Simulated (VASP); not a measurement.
# TiN (rocksalt type) (Fm-3m) in VASP: a series of runs

Runs on TiN (rocksalt type). Level: PBE. Tasks: single point.

Everything below comes from runs of VASP 6.6.1. Logs are shortened: lines on timing, memory, paths and dates and some standing lists are left out, and cuts for length are marked.

## (1) The cell of the first run

Symmetry: Fm-3m, No. 225, cubic system. The conventional cell has a = 4.204 Å, b = 4.204 Å, c = 4.204 Å, α = 90.00°, β = 90.00°, γ = 90.00°. Within 2.8 Å of Ti (site symmetry m-3m) lie 6 N at 2.10 Å. N (site symmetry m-3m) has 6 Ti at 2.10 Å within 2.8 Å.

## (2) Single point, PBE

The input, INCAR:

```
SYSTEM = TiN
PREC = Accurate
ENCUT = 520
EDIFF = 1E-7
ISMEAR = -5
SIGMA = 0.1
LREAL = .FALSE.
LASPH = .TRUE.
NELM = 80
ALGO = Normal
ISIF = 2
LWAVE = .FALSE.
LCHARG = .FALSE.
GGA = PE
NBANDS = 16
```

The input, KPOINTS:

```
Automatic mesh
0
G
  16 16 16
  0 0 0
```

The input, POSCAR:

```
TiN
1.0
    0.0000000000      2.1019899127      2.1019899127
    2.1019899127      0.0000000000      2.1019899127
    2.1019899127      2.1019899127      0.0000000000
Ti N
1 1
Direct
    0.0000000000      0.0000000000      0.0000000000
    0.5000000000      0.5000000000      0.5000000000
```

Potentials or basis: VASP PAW PBE potentials, release 64 (Ti_sv, N).

Command:

```bash
> cat potpaw_PBE.64/Ti_sv/POTCAR potpaw_PBE.64/N/POTCAR > POTCAR
> mpirun -np 1 vasp_std > vasp.out
```

OUTCAR:

```text
SYSTEM = TiN
   PREC = Accurate
   ENCUT = 520
   EDIFF = 1E-7
   ISMEAR = -5
   LREAL = .FALSE.
   LASPH = .TRUE.
   NELM = 80
   ISIF = 2
   GGA = PE

 ion  position               nearest neighbor table
   1  0.000  0.000  0.000-   2 2.10   2 2.10   2 2.10   2 2.10   2 2.10   2 2.10
   2  0.500  0.500  0.500-   1 2.10   1 2.10   1 2.10   1 2.10   1 2.10   1 2.10

  LATTYP: Found a face centered cubic cell.
 ALAT       =     4.2039798254

  Lattice vectors:

 A1 = (   0.0000000000,   2.1019899127,   2.1019899127)
 A2 = (   2.1019899127,   0.0000000000,   2.1019899127)
 A3 = (   2.1019899127,   2.1019899127,   0.0000000000)

Analysis of symmetry for initial positions (statically):
=====================================================================
 Subroutine PRICEL returns:
 Original cell was already a primitive cell.

 Routine SETGRP: Setting up the symmetry group for a
 face centered cubic supercell.

 Subroutine GETGRP returns: Found 48 space group operations
 (whereof 48 operations were pure point group operations)
 out of a pool of 48 trial point group operations.

The static configuration has the point symmetry O_h .

Analysis of symmetry for dynamics (positions and initial velocities):
=====================================================================
 Subroutine PRICEL returns:
 Original cell was already a primitive cell.

 Routine SETGRP: Setting up the symmetry group for a
 face centered cubic supercell.

 Subroutine GETGRP returns: Found 48 space group operations
 (whereof 48 operations were pure point group operations)
 out of a pool of 48 trial point group operations.

The dynamic configuration has the point symmetry O_h .

 Subroutine INISYM returns: Found 48 space group operations
 (whereof 48 operations are pure point group operations),
 and found     1 'primitive' translations

----------------------------------------------------------------------------------------

                                     Primitive cell

  volume of cell :      18.5747

  direct lattice vectors                    reciprocal lattice vectors
     0.000000000  2.101989913  2.101989913    -0.237869838  0.237869838  0.237869838
     2.101989913  0.000000000  2.101989913     0.237869838 -0.237869838  0.237869838
     2.101989913  2.101989913  0.000000000     0.237869838  0.237869838 -0.237869838

  length of vectors
     2.972662643  2.972662643  2.972662643     0.412002645  0.412002645  0.412002645

  position of ions in fractional coordinates (direct lattice)
     0.000000000  0.000000000  0.000000000
     0.500000000  0.500000000  0.500000000
[... 81 lines left out ...]
   EDIFFG = 0.1E-05   stopping-criterion for IOM
   NSW    =      0    number of steps for IOM
   IBRION =     -1    ionic relax: 0-MD 1-quasi-New 2-CG
   NFREE  =      0    steps in history (QN), initial steepest desc. (CG)
   ISIF   =      2    stress and relaxation
   ISYM   =      2    0-nonsym 1-usesym 2-fastsym
   POTIM  = 0.5000    time-step for ionic-motion
   TEBEG  =    0.0;   TEEND  =   0.0 temperature during run
   PSTRESS=    0.0 pullay stress
   NELECT =      17.0000    total number of electrons
   NUPDOWN=      -1.0000    fix difference up-down
   EMIN   =  10.00;   EMAX   =-10.00  energy-range for DOS
   EFERMI =   0.00;   METHOD = LEGACY
   ISMEAR =    -5;   SIGMA  =   0.10  broadening in eV -4-tet -1-fermi 0-gaus
   EFERMI_NEDOS =   21; number of points for ismear=-14 and -15
   IALGO  =     38    algorithm
   IMIX   =      4    mixing-type and parameters
     AMIX     =   0.40;   BMIX     =  1.00
     AMIX_MAG =   1.60;   BMIX_MAG =  1.00
  volume/ion in A,a.u.               =       9.29        62.67
  Fermi-wavevector in a.u.,A,eV,Ry     =   1.589463  3.003650 34.373673  2.526394
  Thomas-Fermi vector in A             =   2.688309
   LORBIT       =      0    0 simple, 1 ext, 2 COOP (PROOUT), +10 PAW based schemes
   GGA     = PE    functional components
   LHFCALC =     F    Hartree Fock is set to
   AEXX    =    0.0000 exact exchange contribution
   IVDW    =     0    specifies the selected vdW correction
   LEPSILON=     F    determine dielectric tensor
   LRPA    =     F    only Hartree local field effects (RPA)
 non-spin polarized calculation
 Fermi weights with tetrahedron method with Bloechl corrections
  energy-cutoff  :      520.00
  volume of cell :       18.57
 maximum number of plane-waves:       531
 NGX is ok and might be reduce to    24
   NGX = 11   NGY = 11   NGZ = 11

 number of electron      16.9999998 magnetization

 Free energy of the ion-electron system (eV)
  ---------------------------------------------------
  ext. energy  EPLUGINS =         0.00000000
  ---------------------------------------------------
  free energy    TOTEN  =       -19.61963524 eV

  energy without entropy =      -19.61963524  energy(sigma->0) =      -19.61963524

 E-fermi :  11.8282     XC(G=0): -13.1690

 val. band max:       11.8929748227   @ k =   0.1875   0.0000   0.0000
 cond. band min:      11.7946854538   @ k =   0.1250   0.0000   0.0000
 fundamental gap:     -0.0982893689
 Fermi energy:        11.8282237981

 k-point     1 :       0.0000    0.0000    0.0000
  band No.  band energies     occupation
      1     -46.0167      2.00000
      2     -21.9757      2.00000
      3     -21.9757      2.00000
      4     -21.9757      2.00000
      5      -5.4526      2.00000
      6       9.7360      2.00000
[... 433 lines left out ...]
      3     -21.9931      2.00000
      4     -21.9768      2.00000
      5      -5.2436      2.00000
      6       8.6416      2.00000
[... 8 lines left out ...]
     15      25.2325      0.00000
     16      31.2063      0.00000

 [... further k-points ...]

------------------------ aborting loop because EDIFF is reached ----------------------------------------

  FORCE on cell =-STRESS in cart. coord.  units (eV):
  Direction    XX          YY          ZZ          XY          YZ          ZX
  --------------------------------------------------------------------------------------
  -------------------------------------------------------------------------------------
  Total        1.0951403      1.0951403      1.0951403     -0.0000000      0.0000000      0.0000000
  in kB       94.4622882     94.4622882     94.4622882     -0.0000000      0.0000000      0.0000000
  external PRESSURE =      94.4622882 kB  Pullay stress =       0.0000000 kB

 VOLUME and BASIS-vectors are now :
 -----------------------------------------------------------------------------
  energy-cutoff  :      520.00
  volume of cell :       18.57
      direct lattice vectors                 reciprocal lattice vectors
     0.000000000  2.101989913  2.101989913    -0.237869838  0.237869838  0.237869838
     2.101989913  0.000000000  2.101989913     0.237869838 -0.237869838  0.237869838
     2.101989913  2.101989913  0.000000000     0.237869838  0.237869838 -0.237869838

 POSITION                                       TOTAL-FORCE (eV/Angst)
 -----------------------------------------------------------------------------------
      0.00000      0.00000      0.00000         0.000000      0.000000      0.000000
      2.10199      2.10199      2.10199        -0.000000      0.000000     -0.000000
 -----------------------------------------------------------------------------------
    total drift:                                0.000000     -0.000000     -0.000000

  FREE ENERGIE OF THE ION-ELECTRON SYSTEM (eV)
  ---------------------------------------------------
  free  energy   TOTEN  =       -19.6196352436 eV

  energy  without entropy=      -19.6196352436  energy(sigma->0) =      -19.61963524
```

OSZICAR:

```text
N       E                     dE             d eps       ncg     rms          rms(c)
DAV:   1     0.130171873633E+03    0.13017E+03   -0.82801E+03  4656   0.127E+03
DAV:   2    -0.170964158366E+02   -0.14727E+03   -0.13840E+03  5176   0.346E+02
DAV:   3    -0.245821108985E+02   -0.74857E+01   -0.74222E+01  5784   0.808E+01
DAV:   4    -0.247507642418E+02   -0.16865E+00   -0.16851E+00  5712   0.114E+01
DAV:   5    -0.247546012575E+02   -0.38370E-02   -0.38369E-02  5456   0.151E+00    0.188E+01
DAV:   6    -0.199623133118E+02    0.47923E+01   -0.12693E+01  6104   0.540E+01    0.689E+00
DAV:   7    -0.196534401982E+02    0.30887E+00   -0.15579E+00  5432   0.157E+01    0.516E+00
DAV:   8    -0.198386099268E+02   -0.18517E+00   -0.93226E-01  6480   0.144E+01    0.589E+00
DAV:   9    -0.196287426214E+02    0.20987E+00   -0.28819E-01  5352   0.841E+00    0.157E+00
DAV:  10    -0.196223758362E+02    0.63668E-02   -0.30272E-02  5728   0.198E+00    0.395E-01
DAV:  11    -0.196196509455E+02    0.27249E-02   -0.45344E-03  6752   0.803E-01    0.155E-01
DAV:  12    -0.196196365024E+02    0.14443E-04   -0.37055E-04  5032   0.180E-01    0.499E-02
DAV:  13    -0.196196422185E+02   -0.57161E-05   -0.74668E-05  5688   0.131E-01    0.177E-02
DAV:  14    -0.196196357431E+02    0.64753E-05   -0.67640E-06  5416   0.321E-02    0.927E-03
DAV:  15    -0.196196352847E+02    0.45848E-06   -0.11853E-06  5752   0.818E-03    0.525E-03
DAV:  16    -0.196196352436E+02    0.41010E-07   -0.15651E-07  5056   0.441E-03
   1 F= -.19619635E+02 E0= -.19619635E+02  d E =0.000000E+00
```

stdout:

```text
POSCAR found type information on POSCAR TiN
 POSCAR found :  2 types and       2 ions
 scaLAPACK will be used
 LDA part: xc-table for (Slater+PW92), standard interpolation
 POSCAR, INCAR and KPOINTS ok, starting setup
 FFT: planning ... GRIDC
 FFT: planning ... GRID_SOFT
 FFT: planning ... GRID
 WAVECAR not read
 entering main loop
 -----------------------------------------------------------------------------
|                                                                             |
|           W    W    AA    RRRRR   N    N  II  N    N   GGGG   !!!           |
|           W    W   A  A   R    R  NN   N  II  NN   N  G    G  !!!           |
|           W    W  A    A  R    R  N N  N  II  N N  N  G       !!!           |
|           W WW W  AAAAAA  RRRRR   N  N N  II  N  N N  G  GGG   !            |
|           WW  WW  A    A  R   R   N   NN  II  N   NN  G    G                |
|           W    W  A    A  R    R  N    N  II  N    N   GGGG   !!!           |
|                                                                             |
|     Tetrahedron method does not include variations of the Fermi             |
|     occupations, so forces and stress will be inaccurate. We suggest        |
|     using a different smearing scheme ISMEAR = 1 or 2 for metals in         |
|     relaxations.                                                            |
|                                                                             |
 -----------------------------------------------------------------------------
```

It took 18 s on 1 thread of Intel Xeon 6975P-C (Granite Rapids), shared host; peak memory 0.17 GiB.

What came out:

| Item | Value |
| --- | --- |
| Free energy | -19.6196 eV |
| Pressure | 9.4 GPa |

Levels at points of the mesh, in eV from the Fermi level:
| k point | band 7 | band 8 | band 9 | band 10 | band 11 | band 12 |
| --- | --- | --- | --- | --- | --- | --- |
| (0.00, 0.00, 0.00) | -2.09 | -2.09 | -0.65 | -0.65 | -0.65 | 0.59 |
| (0.50, 0.00, 0.00) | -5.64 | -5.64 | 1.74 | 1.74 | 2.44 | 5.93 |
| (0.50, 0.50, 0.00) | -3.28 | -3.28 | -3.19 | 1.69 | 2.47 | 2.47 |

Caveat: tetrahedron occupations give inexact forces and stress in metals.

## (3) Single point, PBE

This run uses another cell than the first one, of 9.57 Å³/atom, 1.031 times its volume.

The input, INCAR:

```
SYSTEM = TiN
PREC = Accurate ; ENCUT = 520
EDIFF = 1E-7 ; ISMEAR = -1
SIGMA = 0.03 ; LREAL = .FALSE.
LASPH = .TRUE. ; NELM = 80
ALGO = Normal ; ISIF = 2
LWAVE = .FALSE. ; LCHARG = .TRUE.
GGA = PE ; LELF = .TRUE.
LVHAR = .TRUE. ; NBANDS = 16
```

KPOINTS is that of step 2.

The input, POSCAR:

```
TiN
1.0
    0.0000000000      2.1234402709      2.1234402709
    2.1234402709      0.0000000000      2.1234402709
    2.1234402709      2.1234402709      0.0000000000
Ti N
1 1
Direct
    0.0000000000      0.0000000000      0.0000000000
    0.5000000000      0.5000000000      0.5000000000
```

Potentials or basis: VASP PAW PBE potentials, release 64 (Ti_sv, N).

Command:

```bash
> cat potpaw_PBE.64/Ti_sv/POTCAR potpaw_PBE.64/N/POTCAR > POTCAR
> mpirun -np 1 vasp_std > vasp.out
```

Run time: 18 s. Hardware: 1 thread of Intel Xeon 6975P-C (Granite Rapids), shared host; peak memory 0.17 GiB.

It converged, with:

```yaml
Free_energy: -19.6379 eV
Pressure: 0.5 GPa
```

Levels at points of the mesh, in eV from the Fermi level:
```tsv
k point	band 7	band 8	band 9	band 10	band 11	band 12
(0.00, 0.00, 0.00)	-2.05	-2.05	-0.62	-0.62	-0.62	0.56
(0.50, 0.00, 0.00)	-5.47	-5.47	1.66	1.66	2.33	5.69
(0.50, 0.50, 0.00)	-3.24	-3.24	-3.06	1.62	2.35	2.35
```

## (4) Single point, PBE (volume scaled by 1.03)

The input, INCAR:

```
SYSTEM = TiN
PREC = Accurate ; ENCUT = 520
EDIFF = 1E-7 ; ISMEAR = -1
SIGMA = 0.03 ; LREAL = .FALSE.
LASPH = .TRUE. ; NELM = 60
ALGO = Normal ; ISIF = 2
LWAVE = .FALSE. ; LCHARG = .FALSE.
GGA = PE ; NBANDS = 16
```

The input, KPOINTS:

```
regular mesh
0
G
  16 16 16
  0 0 0
```

The input, POSCAR:

```
TiN
1.0
    0.0000000000      2.1444657994      2.1444657994
    2.1444657994      0.0000000000      2.1444657994
    2.1444657994      2.1444657994      0.0000000000
Ti N
1 1
Direct
    0.0000000000      0.0000000000      0.0000000000
    0.5000000000      0.5000000000      0.5000000000
```

Command:

```bash
> cat potpaw_PBE.64/Ti_sv/POTCAR potpaw_PBE.64/N/POTCAR > POTCAR
> mpirun -np 1 vasp_std > vasp.out
```

Wall time 18 s (1 thread of Intel Xeon 6975P-C (Granite Rapids), shared host); peak memory 0.17 GiB.

The run converged. Its results:

```
Free energy : -19.6259 eV
Pressure    : -7.3 GPa
```

Levels at points of the mesh, in eV from the Fermi level:
```
           k point  band 6  band 7  band 8  band 9  band 10  band 11  band 12  band 13
(0.00, 0.00, 0.00)   -2.01   -2.01   -2.01   -0.60    -0.60    -0.60     0.54     0.54
(0.50, 0.00, 0.00)   -7.88   -5.31   -5.31    1.58     1.58     2.22     5.46     5.46
(0.50, 0.50, 0.00)   -5.75   -3.19   -3.19   -2.93     1.54     2.24     2.24     3.35
```

Caveat: the cell differs from its parent crystal (volume scaled by 1.03).

## (5) Summary

| cell | smearing | gap on the mesh (eV) | pressure (GPa) |
| --- | --- | --- | --- |
| a = 2.973 Å, angles 60.0°, 2 atoms | tetrahedron | none | 9.4 |
| a = 3.003 Å, angles 60.0°, 2 atoms | fermi-dirac 0.03 eV | none | 0.5 |
| a = 3.033 Å, angles 60.0°, 2 atoms | fermi-dirac 0.03 eV | none | -7.3 |

Alike in all rows: task single point; level PBE; potentials or basis VASP PAW PBE potentials, release 64 (Ti_sv, N); no spin polarisation; k mesh 16 × 16 × 16; cutoff (eV) 520.

Caveats: tetrahedron occupations give inexact forces and stress in metals (some runs).

Total energies depend on the potentials used, so only differences within one code and one set of settings carry meaning.
